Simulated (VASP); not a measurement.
Set up this calculation in VASP 6.6.1, as the native input.

```
Task                   : single point
Functional             : LDA
Potentials or basis    : VASP PAW LDA potentials, release 64 (S, Be)
Cutoff                 : 520 eV
k mesh                 : 9 × 9 × 9
Occupations            : fermi-dirac, width 0.05 eV
Spin                   : no spin polarisation
Dipole correction      : no
Further INCAR settings : ALGO = Normal; EDIFF = 1e-06; NBANDS = 11
```

The structure of BeS lies in POSCAR:

```
BeS
1.0
    0.0000000000      2.4725610944      2.4725610944
    2.4725610944      0.0000000000      2.4725610944
    2.4725610944      2.4725610944      0.0000000000
S Be
1 1
Direct
    0.7500000000      0.7500000000      0.7500000000
    0.0000000000      0.0000000000      0.0000000000
```

One way to write it, as run:

INCAR

```
SYSTEM = BeS
  PREC = Accurate
  ENCUT = 520
  EDIFF = 1E-6
  ISMEAR = -1
  SIGMA = 0.05
  LREAL = .False.
  LASPH = .True.
  NELM = 60
  ALGO = Normal
  ISIF = 2
  LWAVE = .False.
  LCHARG = .False.
  NBANDS = 11
```

KPOINTS

```
regular mesh
0
Gamma
  9 9 9
  0 0 0
```

Potentials or basis: VASP PAW LDA potentials, release 64 (S, Be).

The run is started by

```sh
$ cat potpaw_LDA.64/S/POTCAR potpaw_LDA.64/Be/POTCAR > POTCAR
$ mpirun -np 1 vasp_std > vasp.out
```

It gave:

- Pressure: -7.8 GPa
- Band gap on the k mesh: 3.11 eV (least direct gap 5.20 eV)

Caveat: the cell stands under tension; an odd mesh through Γ misses points on the zone boundary, where band edges can lie.

Wall time 11 s on 1 thread of Intel(R) Xeon(R) Platinum 8375C CPU @ 2.90GHz (Ice Lake), with other jobs on the host, peak memory 0.13 GiB.
